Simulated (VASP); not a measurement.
A run of VASP 6.6.1 is set up as follows.

File INCAR:

```
SYSTEM = AlN
PREC = Accurate ; ENCUT = 520
EDIFF = 1E-8 ; ISMEAR = -1
SIGMA = 0.02 ; LREAL = .FALSE.
LASPH = .TRUE. ; NELM = 100
ALGO = Normal ; ISIF = 2
LWAVE = .FALSE. ; LCHARG = .FALSE.
LEFG = .TRUE. ; NBANDS = 11
```

KPOINTS

```
regular mesh
0
G
  10 10 10
  0 0 0
```

Contents of POSCAR:

```
AlN
1.0
    0.0000000000      2.0104319938      2.0104319938
    2.0104319938      0.0000000000      2.0104319938
    2.0104319938      2.0104319938      0.0000000000
Al N
1 1
Direct
    0.0000000000      0.0000000000      0.0000000000
    0.5000000000      0.5000000000      0.5000000000
```

Potentials or basis: VASP PAW LDA potentials, release 64 (Al, N).

Command:

```console
$ cat potpaw_LDA.64/Al/POTCAR potpaw_LDA.64/N/POTCAR > POTCAR
$ mpirun -np 1 vasp_std > vasp.out
```

Task: Estimate the band gap on the k mesh.

Result: 4.62 eV, indirect (least direct gap 6.02 eV).

Task: Predict the pressure.

Result: -1.4 GPa.

Caveat: without QUAD_EFG the Cq values of the log hold for a quadrupole moment of 1 mb, not for the nuclei. A k mesh can miss the band edges.
